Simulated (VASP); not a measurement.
# H4CO in VASP: notebook, part 2 of 2

VASP 6.6.1. The steps go on from the part before.

## 3. Single point, r2SCAN+D3(BJ)

POSCAR

```
H4CO
1.0
    7.3803230000      0.0000000000      0.0000000000
    0.0000000000      7.3803230000      0.0000000000
    0.0000000000      0.0000000000      7.3803230000
C O H
6 6 24
Direct
    0.1137619587     -0.0081432750      0.0275462199
    0.4145889008      0.6216530090      0.1074478719
    0.6740219906      0.2236758472      0.0982206334
    0.3208802650      0.3408116420      0.5177686668
    0.2209523892      0.7844914105      0.6277232040
    0.7487748165      0.9149735045      0.5615743376
    0.0965404902      0.0046203940      0.2123077811
    0.5568048986      0.7135866547      0.2004925801
    0.5840936772      0.2140827712     -0.0752270598
    0.2574819557      0.3180077620      0.6933029896
    0.0917033035      0.6550255321      0.6958096549
    0.7217299297      0.7218383260      0.5728340074
    0.0232510149     -0.1170815966     -0.0215708716
    0.1903168737      0.0785602473      0.2545010564
    0.0715009357      0.1132606256     -0.0421526267
    0.2540268224     -0.0263538601     -0.0256628335
    0.4456715512      0.6181301279     -0.0368141069
    0.5595012576      0.6747130173      0.3257310012
    0.4033969787      0.4765103099      0.1440316366
    0.2768713510      0.6860539844      0.1368097304
    0.5935648074      0.3073984702      0.1884876854
    0.6483049590      0.1222846209     -0.1575811790
    0.6992376892      0.0901451061      0.1498308407
    0.8001953302      0.2915726046      0.0865409278
    0.2030534436      0.3800782161      0.4412544004
    0.3492936556      0.2729013351      0.7762126400
    0.4323929996      0.4458476953      0.5027557737
    0.3641033055      0.2098282148      0.4689903138
    0.1561313780      0.9140927843      0.6492940756
    0.1474190222      0.5327544607      0.6966632761
    0.3547812203      0.7798303679      0.6996577250
    0.2368866512      0.7594925046      0.4794912093
    0.6347012184      0.9757703017      0.5010078827
    0.8360067710      0.6700248756      0.6250132955
    0.7733536866      0.9692800708      0.7017714536
    0.8636478376      0.9468420285      0.4743694822
```

INCAR.step1

```
  PREC = Accurate
  ENCUT = 520
  ISMEAR = -1
  SIGMA = 0.02
  LREAL = Auto
  LASPH = T
  NELM = 80
  NBANDS = 66
  GGA = PE
  ALGO = Normal
  EDIFF = 1E-4
  LWAVE = T
  LCHARG = F
```

INCAR.step2

```
  PREC = Accurate
  ENCUT = 520
  EDIFF = 1E-6
  ISMEAR = -1
  SIGMA = 0.02
  LREAL = Auto
  LASPH = T
  NELM = 80
  ALGO = Normal
  ISIF = 2
  LWAVE = F
  LCHARG = F
  METAGGA = R2SCAN
  LMIXTAU = T
  IVDW = 12
  VDW_S6 = 1.0
  VDW_S8 = 0.78981345
  VDW_A1 = 0.49484001
  VDW_A2 = 5.73083694
  NBANDS = 66
  ISTART = 1
```

KPOINTS

```
Automatic mesh
0
Gamma
  1 1 1
```

Potentials or basis: VASP PAW PBE potentials, release 64 (C, O, H).

The run is started by

```bash
cat potpaw_PBE.64/C/POTCAR potpaw_PBE.64/O/POTCAR potpaw_PBE.64/H/POTCAR > POTCAR
cp INCAR.step1 INCAR
mpirun -np 1 vasp_gam > vasp.out
cp INCAR.step2 INCAR
mpirun -np 1 vasp_gam > vasp.out
```

It took 6.5 min on 1 thread of Intel Xeon 8259CL, shared host; peak memory 0.47 GiB.

Results (log left out):

```
Free energy                : -194.2414 eV
Pressure                   : -0.7 GPa
Largest force              : 2.509 eV/Å
Band gap on the k mesh     : 5.42 eV
Dispersion energy per atom : -0.017 eV
```

Forces in eV/Å, atoms in the order of the input:
```
C    0.094 -0.509 -2.455
C   -1.166 -0.088  0.546
C   -0.400 -0.107 -0.572
C    0.986  0.371 -0.629
C   -0.001 -0.794 -0.353
C    1.306 -1.055  1.085
O   -0.918 -0.808  1.129
O   -0.170 -0.206 -0.181
O    0.565 -1.329 -1.451
O   -0.604  0.142  1.554
O    0.382 -0.436  0.100
O    0.588  0.023  0.376
H    0.555  0.129  0.177
H    1.142  0.968  0.767
H   -0.465  0.766 -0.191
H   -0.404 -0.444  0.589
H   -0.064  0.416 -0.054
H    0.210  0.114  0.071
H    0.061  0.382  0.166
H    1.166 -0.497 -0.485
H   -0.302 -0.268  0.028
H   -0.956  1.596  1.681
H   -0.135 -0.578  0.451
H    1.092  0.549 -0.267
H   -0.220  0.357 -0.537
H    0.271  0.175 -0.021
H   -0.756 -0.793  0.182
H    0.547 -0.329 -0.565
H    0.147  0.447 -0.083
H   -0.221  0.566  0.289
H   -0.724 -0.110 -0.402
H    0.241  0.396  0.580
H   -1.286  0.412 -0.351
H   -0.769  0.539 -0.540
H   -0.057 -0.061 -0.710
H    0.264  0.067  0.075
```

Stress tensor (GPa, compression positive):
```
-1.36 -0.16 -0.07
-0.16 -1.00 -0.75
-0.07 -0.75  0.20
```

Levels at points of the mesh, in eV from the valence-band top:
| k point | band 38 | band 39 | band 40 | band 41 | band 42 | band 43 | band 44 | band 45 | band 46 | band 47 |
| --- | --- | --- | --- | --- | --- | --- | --- | --- | --- | --- |
| (0.00, 0.00, 0.00) | -0.53 | -0.31 | -0.22 | -0.12 | 0.00 | 5.42 | 6.44 | 6.72 | 7.02 | 7.10 |

Caveat: the k points lie up to 0.85 Å⁻¹ apart, too coarse for converged energies, forces and pressures; the atoms stand as in a frame of molecular dynamics; the PAW data sets were made with another functional, which shifts forces and pressure a little.

## 4. Single point, r2SCAN+D3(BJ)

POSCAR

```
H4CO
1.0
    7.3803230000      0.0000000000      0.0000000000
    0.0000000000      7.3803230000      0.0000000000
    0.0000000000      0.0000000000      7.3803230000
C O H
6 6 24
Direct
    0.1133148238     -0.0107718863      0.0225057901
    0.4165535844      0.6166532278      0.1096699968
    0.6708107491      0.2259928190      0.1004021098
    0.3245250919      0.3474373683      0.5155329923
    0.2152751309      0.7818627992      0.6300537253
    0.7482192853      0.9118842089      0.5670754518
    0.1020687035      0.0005555312      0.2137711317
    0.5566287546      0.7119336105      0.2065221265
    0.5799068686      0.2069692614     -0.0799016520
    0.2523331296      0.3187529868      0.6937365749
    0.0941422211      0.6513400565      0.6944953493
    0.7233965234      0.7240875501      0.5681187666
    0.0280882016     -0.1260378441     -0.0117474533
    0.1895039011      0.0776253289      0.2686874274
    0.0582223840      0.1146426789     -0.0376948272
    0.2489186449     -0.0384942502     -0.0273294272
    0.4424738592      0.6242680707     -0.0348358737
    0.5898657823      0.6694151462      0.3265575233
    0.3752545790      0.4840438555      0.1488959223
    0.2892420833      0.6988176534      0.1217561887
    0.5844324158      0.2988758080      0.1960618797
    0.6553371716      0.1259158983     -0.1514974345
    0.6917312427      0.0859718470      0.1453459422
    0.8111433605      0.2920197395      0.0883430170
    0.2127007178      0.3836688448      0.4370269431
    0.3502827722      0.2781856566      0.7724594167
    0.4267021918      0.4499803057      0.5146929206
    0.3735202375      0.2187709129      0.4612264260
    0.1508199573      0.9117351639      0.6346605697
    0.1577166745      0.5332151452      0.7080042432
    0.3364757884      0.7808465835      0.7177734633
    0.2495419238      0.7593705587      0.4929459049
    0.6266392406      0.9774910935      0.5139612453
    0.8385134363      0.6802276811      0.6089977363
    0.7596144505      0.9543349254      0.7054162806
    0.8605991906      0.9491048021      0.4799654432
```

INCAR.step1

```
PREC = Accurate ; ENCUT = 520
ISMEAR = -1 ; SIGMA = 0.02
LREAL = Auto ; LASPH = True
NELM = 60 ; NBANDS = 66
GGA = PE ; ALGO = Normal
EDIFF = 1E-4 ; LWAVE = True
LCHARG = False
```

INCAR.step2

```
PREC = Accurate ; ENCUT = 520
EDIFF = 1E-6 ; ISMEAR = -1
SIGMA = 0.02 ; LREAL = Auto
LASPH = True ; NELM = 60
ALGO = Normal ; ISIF = 2
LWAVE = False ; LCHARG = False
METAGGA = R2SCAN ; LMIXTAU = True
IVDW = 12 ; VDW_S6 = 1.0
VDW_S8 = 0.78981345 ; VDW_A1 = 0.49484001
VDW_A2 = 5.73083694 ; NBANDS = 66
ISTART = 1
```

KPOINTS

```
regular mesh
0
Gamma
  1 1 1
```

The run is started by

```bash
cat potpaw_PBE.64/C/POTCAR potpaw_PBE.64/O/POTCAR potpaw_PBE.64/H/POTCAR > POTCAR
cp INCAR.step1 INCAR
mpirun -np 1 vasp_gam > vasp.out
cp INCAR.step2 INCAR
mpirun -np 1 vasp_gam > vasp.out
```

Run time: 6.4 min. Hardware: 1 thread of Intel Xeon 8259CL, shared host; peak memory 0.47 GiB.

It converged, with:

```yaml
Free_energy: -194.1669 eV
Pressure: 0.1 GPa
Largest_force: 2.841 eV/Å
Band_gap_on_the_k_mesh: 5.29 eV
Dispersion_energy_per_atom: -0.017 eV
```

Forces in eV/Å, atoms in the order of the input:
```
C   -0.458  0.427  0.055
C   -1.196  2.565  0.245
C    1.126 -0.734 -1.231
C    0.222 -1.440  0.941
C    0.696 -0.043  1.164
C   -0.848  0.452 -0.675
O   -0.583 -0.646  0.643
O    0.003 -0.393 -0.528
O    0.400  0.551  0.904
O    0.204 -0.024  0.192
O   -0.803 -1.031  0.274
O   -0.768 -0.682 -0.432
H   -0.083  0.018 -0.268
H    0.593  0.456 -0.194
H    0.224 -0.294 -0.208
H    0.270  0.161  0.006
H    0.620 -0.381 -0.141
H   -0.275 -0.259 -0.086
H    0.482 -1.010  0.465
H    0.456 -0.410  0.185
H    0.058 -0.010 -0.493
H   -0.190  0.255  0.329
H    0.025  0.234  0.364
H   -1.582 -0.363  0.003
H   -1.293  0.770 -1.083
H    0.052  0.095  0.136
H    0.675  0.540 -0.088
H    0.411 -0.030 -0.038
H   -0.284  0.725  0.280
H   -0.428  0.472  0.060
H    0.015  0.306 -0.419
H    0.593 -0.291 -1.370
H   -0.085 -0.128 -0.158
H    0.755 -0.828  0.273
H    0.629  0.625  0.792
H    0.370  0.344  0.102
```

Stress tensor (GPa, compression positive):
```
-0.46 -0.15 -0.82
-0.15  0.96 -0.56
-0.82 -0.56 -0.15
```

Levels at points of the mesh, in eV from the valence-band top:
```csv
k point,band 40,band 41,band 42,band 43,band 44,band 45
"(0.00, 0.00, 0.00)",-0.46,-0.26,0.00,5.29,6.27,6.59
```

Caveat: the k points lie up to 0.85 Å⁻¹ apart, too coarse for converged energies, forces and pressures; the atoms stand as in a frame of molecular dynamics; the PAW data sets were made with another functional, which shifts forces and pressure a little.

## 5. Summary

```csv
cell,gap on the mesh (eV),pressure (GPa),largest force (eV/Å)
"as given, atomic positions A",5.34,-2.2,4.02
"as given, atomic positions B",5.42,-0.7,2.51
"as given, atomic positions C",5.29,0.1,2.84
```

Alike in all rows: task single point; level r2SCAN+D3(BJ); potentials or basis VASP PAW PBE potentials, release 64 (C, O, H); no spin polarisation; k mesh 1 × 1 × 1; cutoff (eV) 520; smearing fermi-dirac 0.02 eV.

Caveats: all runs use coarse meshes; the atoms stand as in a frame of molecular dynamics; the PAW data sets were made with another functional, which shifts forces and pressure a little.

Absolute energies hang on the potentials; compare differences alone.
